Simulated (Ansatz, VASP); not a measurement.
**B2SbP3 in VASP and in Ansatz**

```xyz
6
Lattice="5.3973 0.0000 0.0000 0.0000 5.3973 0.0000 0.0000 0.0000 3.6478" Properties=species:S:1:pos:R:3 pbc="T T T"
B     0.0000    2.6987    0.0000
B     2.6987    0.0000    0.0000
Sb    0.0000    0.0000    1.8239
P     0.0000    2.6987    1.8239
P     2.6987    0.0000    1.8239
P     2.6987    2.6987    1.8239
```

Alike in both runs: functional PBE; k mesh 4 × 4 × 4; occupations gaussian, width 0.1 eV; no spin polarisation.

Ansatz relaxed the structure, and its values are those at the end. VASP's run is a single point on that final structure, the one shown.

```csv
,VASP,Ansatz
version,VASP 6.6.1,Ansatz 0.2.0
potentials or method,"VASP PAW PBE potentials, release 64 (B, Sb, P), cutoff 520 eV","scalar-relativistic, plane waves, PAW"
valence electrons in the cell,26,36
```

```tsv
	VASP	Ansatz	Ansatz less VASP
gap on the k mesh at the Fermi level (eV)	none	none	-
pressure (GPa)	-0.1	0.0	+0.10
```

A gap of «none» marks a metal or a gap that the smearing closes. VASP's potentials hold 26 valence electrons a cell and Ansatz's 36, so a difference there can come from the potentials and not from the codes.

The k mesh is coarse, so the values compare programs but aren't converged. Neither program's run includes spin-orbit coupling.
